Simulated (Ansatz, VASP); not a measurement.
Two plane-wave programs on Hf2O

```
Hf O
1.0
     5.13590    0.00000    0.00000
     0.00000    6.54907    0.00000
     0.00000    0.00000    5.53959
Hf O
8 4
Direct
  0.24083 0.87491 0.58034
  0.75917 0.87491 0.91966
  0.74083 0.62509 0.41966
  0.25917 0.62509 0.08034
  0.75917 0.12509 0.41966
  0.24083 0.12509 0.08034
  0.25917 0.37491 0.58034
  0.74083 0.37491 0.91966
  0.50000 0.88042 0.25000
  0.00000 0.61958 0.75000
  0.50000 0.11958 0.75000
  0.00000 0.38042 0.25000
```

Alike in both runs: functional PBE; k mesh 3 × 3 × 3; occupations gaussian, width 0.2 eV; no spin polarisation.

Ansatz relaxed the structure, and its values are those at the end. VASP's run is a single point on that final structure, the one shown.

|  | VASP | Ansatz |
| --- | --- | --- |
| version | VASP 6.6.1 | Ansatz 0.2.0 |
| potentials or method | VASP PAW PBE potentials, release 64 (Hf_pv, O), cutoff 520 eV | scalar-relativistic, plane waves, PAW |
| valence electrons in the cell | 104 | 232 |

```csv
,VASP,Ansatz,Ansatz less VASP
gap on the k mesh at the Fermi level (eV),none,none,-
pressure (GPa),-1.4,0.2,+1.60
rms of the force components (eV/Å),0.029,0.028,-0.0002
```

A gap of «none» marks a metal or a gap that the smearing closes. The functional is the same, so the differences come from potentials, cutoffs and numerics. VASP's potentials hold 104 valence electrons a cell and Ansatz's 232, so a difference there can come from the potentials and not from the codes.

The k mesh is coarse, so the values compare programs but aren't converged. Spin-orbit coupling is off throughout.
